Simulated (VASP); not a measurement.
A run of VASP 6.6.1:

Contents of INCAR:

```
SYSTEM = Co
PREC = Accurate
ENCUT = 520
EDIFF = 1E-6
ISMEAR = -1
SIGMA = 0.05
LREAL = .FALSE.
LASPH = .TRUE.
NELM = 150
ALGO = Normal
ISIF = 2
LWAVE = .FALSE.
LCHARG = .TRUE.
ISPIN = 2
MAGMOM = 4 4 4 4
LORBIT = 11
NUPDOWN = 16.0
LMAXMIX = 4
GGA = PE
LELF = .TRUE.
LVHAR = .TRUE.
NBANDS = 30
```

Contents of KPOINTS:

```
Automatic mesh
0
G
  10 10 3
  0 0 0
```

Contents of POSCAR:

```
Co
1.0
    2.4705617809      0.0000000000      0.0000000000
   -1.2352808905      2.1395692639      0.0000000000
    0.0000000000      0.0000000000      8.0882338000
Co
4
Direct
    0.6666666667      0.3333333333      0.7500000000
    0.0000000000      0.0000000000      0.5000000000
    0.3333333333      0.6666666667      0.2500000000
    0.0000000000      0.0000000000      0.0000000000
```

Potentials or basis: VASP PAW PBE potentials, release 64 (Co).

The run is started by

```console
$ cat potpaw_PBE.64/Co/POTCAR > POTCAR
$ mpirun -np 1 vasp_std > vasp.out
```

Hardware: 1 thread of AMD EPYC 9R45 96-Core Processor (Zen 5), on a shared host.

Estimate the wall time of this run.

Wall time 48 s on 1 thread of AMD EPYC 9R45 96-Core Processor (Zen 5), on a shared host, peak memory 0.16 GiB. Counts: scf iterations 17, k points 28.
